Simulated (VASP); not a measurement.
A run of VASP 6.6.1:

File INCAR:

```
SYSTEM = Ca5B3
PREC     = Accurate       ! precision mode
ENCUT    = 520            ! plane-wave cutoff, eV
EDIFF    = 1E-6           ! SCF threshold, eV
ISMEAR   = 0              ! smearing method
SIGMA    = 0.1            ! smearing width, eV
LREAL    = .FALSE.        ! projectors in reciprocal space
LASPH    = .TRUE.         ! aspherical terms in the spheres
NELM     = 60             ! most SCF steps
ALGO     = Normal         ! electronic algorithm
ISIF     = 2              ! what is computed and relaxed
LWAVE    = .FALSE.        ! write WAVECAR
LCHARG   = .FALSE.        ! write CHGCAR
GGA      = PE             ! functional
NBANDS   = 40             ! bands
```

KPOINTS

```
Automatic mesh
0
G
  4 4 4
  0 0 0
```

The input POSCAR:

```
Ca5B3
1.0
   -3.2615600700      3.2615600700      3.2615600700
    3.2615600700     -3.2615600700      3.2615600700
    3.2615600700      3.2615600700     -3.2615600700
Ca B
5 3
Direct
    0.0000000000      0.0000000000      0.0000000000
    0.0000000000      0.0000000000      0.5000000000
    0.0000000000      0.5000000000      0.0000000000
    0.5000000000      0.0000000000      0.0000000000
    0.5000000000      0.5000000000      0.5000000000
    0.0000000000      0.5000000000      0.5000000000
    0.5000000000      0.5000000000      0.0000000000
    0.5000000000      0.0000000000      0.5000000000
```

Potentials or basis: VASP PAW PBE potentials, release 64 (Ca_sv, B).

The run is started by

```console
$ cat potpaw_PBE.64/Ca_sv/POTCAR potpaw_PBE.64/B/POTCAR > POTCAR
$ mpirun -np 1 vasp_std > vasp.out
```

Hardware: 1 thread of AMD EPYC 9R45 96-Core Processor (Zen 5), with other jobs on the host.

**Question.** How long does it take, and how much memory?

**Answer.** It took 31 s on 1 thread of AMD EPYC 9R45 96-Core Processor (Zen 5), on a shared host, peak memory 0.23 GiB. Counts: scf iterations 14, k points 8.
